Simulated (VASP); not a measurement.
A run of VASP 6.6.1:

POSCAR

```
GaN
1.0
    3.3740843391      0.0000000000      0.0000000000
   -1.6870421696      2.7566441058      0.0000000000
    0.0000000000      0.0000000000      5.1835962460
Ga N
2 2
Direct
    0.3333333333      0.6666666667      0.9991101048
    0.6666666667      0.3333333333      0.4991101048
    0.3333333333      0.6666666667      0.3758898952
    0.6666666667      0.3333333333      0.8758898952
```

The input INCAR.step1:

```
SYSTEM = GaN
  PREC = Accurate
  ENCUT = 520
  ISMEAR = 0
  SIGMA = 0.05
  LREAL = .FALSE.
  LASPH = .TRUE.
  NELM = 100
  NBANDS = 26
  GGA = PE
  ALGO = Normal
  EDIFF = 1E-4
  LWAVE = .TRUE.
  LCHARG = .FALSE.
```

The input INCAR.step2:

```
SYSTEM = GaN
  PREC = Accurate
  ENCUT = 520
  EDIFF = 1E-6
  ISMEAR = 0
  SIGMA = 0.05
  LREAL = .FALSE.
  LASPH = .TRUE.
  NELM = 100
  ALGO = Normal
  ISIF = 2
  LWAVE = .FALSE.
  LCHARG = .TRUE.
  METAGGA = R2SCAN
  LMIXTAU = .TRUE.
  LELF = .TRUE.
  LVHAR = .TRUE.
  NBANDS = 26
  ISTART = 1
```

File KPOINTS:

```
regular mesh
0
G
  12 12 6
  0 0 0
```

Potentials or basis: VASP PAW PBE potentials, release 64 (Ga_d, N).

Command:

```sh
$ cat potpaw_PBE.64/Ga_d/POTCAR potpaw_PBE.64/N/POTCAR > POTCAR
$ cp INCAR.step1 INCAR
$ mpirun -np 1 vasp_std > vasp.out
$ cp INCAR.step2 INCAR
$ mpirun -np 1 vasp_std > vasp.out
```

Hardware: 1 thread of Intel(R) Xeon(R) 6975P-C (Granite Rapids), with other jobs on the host.

Problem. How long does it take, and how much memory?

Solution. Wall time 4.6 min on 1 thread of Intel(R) Xeon(R) 6975P-C (Granite Rapids), on a shared host, peak memory 0.3 GiB. Counts: k points 172.
